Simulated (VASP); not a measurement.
Wanted: the native input for a VASP 6.6.1 run.

| Quantity | Value |
| --- | --- |
| Task | single point |
| Functional | LDA |
| Potentials or basis | VASP PAW LDA potentials, release 64 (In_d, Sb_d_GW) |
| Cutoff | 500 eV |
| k mesh | 6 × 6 × 6 |
| Occupations | fermi-dirac, width 0.02 eV |
| Spin | no spin polarisation |
| Dipole correction | no |
| Further INCAR settings | ALGO = Normal; EDIFF = 1e-06; NBANDS = 21 |

The structure of InSb lies in POSCAR:

```
InSb
1.0
    0.0000000000      3.0422106271      3.0422106271
    3.0422106271      0.0000000000      3.0422106271
    3.0422106271      3.0422106271      0.0000000000
In Sb
1 1
Direct
    0.0000000000      0.0000000000      0.0000000000
    0.5000000000      0.5000000000      0.5000000000
```

The input as run:

INCAR

```
SYSTEM = InSb
ALGO     = Normal         ! electronic algorithm
EDIFF    = 1E-6           ! SCF threshold, eV
ENCUT    = 500            ! plane-wave cutoff, eV
GGA_COMPAT= .False.      
ISIF     = 2              ! what is computed and relaxed
ISMEAR   = -1             ! smearing method
LASPH    = .True.         ! aspherical terms in the spheres
LCHARG   = .True.         ! write CHGCAR
LELF     = .True.         ! ELF
LREAL    = .False.        ! projectors in reciprocal space
LVHAR    = .True.       
LWAVE    = .False.        ! write WAVECAR
NBANDS   = 21             ! bands
NELM     = 120            ! most SCF steps
PREC     = Accurate       ! precision mode
SIGMA    = 0.02           ! smearing width, eV
```

KPOINTS

```
k-points
0
Gamma
  6 6 6
  0 0 0
```

Potentials or basis: VASP PAW LDA potentials, release 64 (In_d, Sb_d_GW).

The run is started by

```bash
$ cat potpaw_LDA.64/In_d/POTCAR potpaw_LDA.64/Sb_d_GW/POTCAR > POTCAR
$ mpirun -np 1 vasp_std > vasp.out
```

It gave:

```json
{
  "Pressure": "-2.9 GPa",
  "Band gap on the k mesh": "zero (bands 14 and 15 overlap by 2.79 eV)"
}
```

Caveat: the structure was generated, so it needn't be the stable form of InSb; spin-orbit coupling is left out, which moves the levels of the heavy elements.

It took 9.4 s on 1 thread of Intel(R) Xeon(R) Platinum 8488C (Sapphire Rapids) (shared host), peak memory 0.16 GiB.
